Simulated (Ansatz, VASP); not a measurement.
## One calculation of V2O3, two programs

The input INCAR:

```
SYSTEM = V2O3
  PREC = Accurate
  ENCUT = 520
  EDIFF = 1E-8
  ISMEAR = -1
  SIGMA = 0.05
  LREAL = .False.
  LASPH = .True.
  NELM = 200
  ALGO = Normal
  ISIF = 2
  LWAVE = .False.
  LCHARG = .False.
  ISPIN = 2
  MAGMOM = 2 2 2 2 0 0 0 0 0 0
  LORBIT = 11
  LMAXMIX = 4
  GGA = PS
  LEFG = .True.
  NBANDS = 59
  GGA_COMPAT = .False.
  KPAR = 4
```

Contents of KPOINTS:

```
regular mesh
0
Gamma
  9 9 9
  0 0 0
```

Contents of POSCAR:

```
V2O3
1.0
    2.4709073542      1.4265790261      4.6634305105
   -2.4709073542      1.4265790261      4.6634305105
    0.0000000000     -2.8531580522      4.6634305105
V O
4 6
Direct
    0.3414049223      0.3414049223      0.3414049223
    0.1585950777      0.1585950777      0.1585950777
    0.6585950777      0.6585950777      0.6585950777
    0.8414049223      0.8414049223      0.8414049223
    0.9269047914      0.2500000000      0.5730952086
    0.5730952086      0.9269047914      0.2500000000
    0.2500000000      0.5730952086      0.9269047914
    0.0730952086      0.7500000000      0.4269047914
    0.4269047914      0.0730952086      0.7500000000
    0.7500000000      0.4269047914      0.0730952086
```

Input for Ansatz:

```yaml
crystal:
  lattice:
    - [2.4709073542, 1.4265790261, 4.6634305105]
    - [-2.4709073542, 1.4265790261, 4.6634305105]
    - [0.0, -2.8531580522, 4.6634305105]
  atoms:
    - { symbol: V, position: [0.3414049223, 0.3414049223, 0.3414049223], spin: 2.0 }
    - { symbol: V, position: [0.1585950777, 0.1585950777, 0.1585950777], spin: 2.0 }
    - { symbol: V, position: [0.6585950777, 0.6585950777, 0.6585950777], spin: 2.0 }
    - { symbol: V, position: [0.8414049223, 0.8414049223, 0.8414049223], spin: 2.0 }
    - { symbol: O, position: [0.9269047914, 0.25, 0.5730952086] }
    - { symbol: O, position: [0.5730952086, 0.9269047914, 0.25] }
    - { symbol: O, position: [0.25, 0.5730952086, 0.9269047914] }
    - { symbol: O, position: [0.0730952086, 0.75, 0.4269047914] }
    - { symbol: O, position: [0.4269047914, 0.0730952086, 0.75] }
    - { symbol: O, position: [0.75, 0.4269047914, 0.0730952086] }
magnetization:
  spin_polarized: true
kpoints:
  mp_grid: { grid: [9, 9, 9] }
scf:
  occupations: { method: fermi_dirac, width: 0.05 }
hamiltonian:
  xc: pbesol
  pseudopotentials: { kind: paw }
output:
  forces: true
  stress: true
  populations: true
  efg:
    quadrupole_moments_barn: { V: -0.052, O: -0.02558 }
    contact_densities: true
```

Alike in both runs: task electric field gradients; functional PBEsol; k mesh 9 × 9 × 9; occupations fermi-dirac, width 0.05 eV; collinear spin.

|  | VASP | Ansatz |
| --- | --- | --- |
| version | VASP 6.6.1 | Ansatz 0.2.0 |
| potentials or method | VASP PAW PBE potentials, release 64 (V_sv, O) | plane-wave PAW, scalar-relativistic |
| plane-wave cutoff (eV) | 520 | 420 |
| valence electrons in the cell | 88 | 88 |

```csv
,VASP,Ansatz,Ansatz less VASP
pressure (GPa),-10.3,-11.1,-0.78
"traceless stress, the component that is largest in VASP (GPa)",4.31,4.27,-0.039
rms of the force components (eV/Å),0.036,0.046,+0.0097
net moment per atom (μB),0.44,0.44,0.000
size of the moment on the site where the two differ most (μB),1.05,0.84,-0.206
size of Vzz on the site where it differs most (V/Å²),12.9,14.0,+1.14
```

VASP's potentials were made for PBE, not for PBEsol. Site moments also hang on the region over which each program counts them. Atom by atom the forces differ by 0.010 eV/Å (rms over components). With one functional, cell and mesh, what is left measures potentials, basis and numerics.
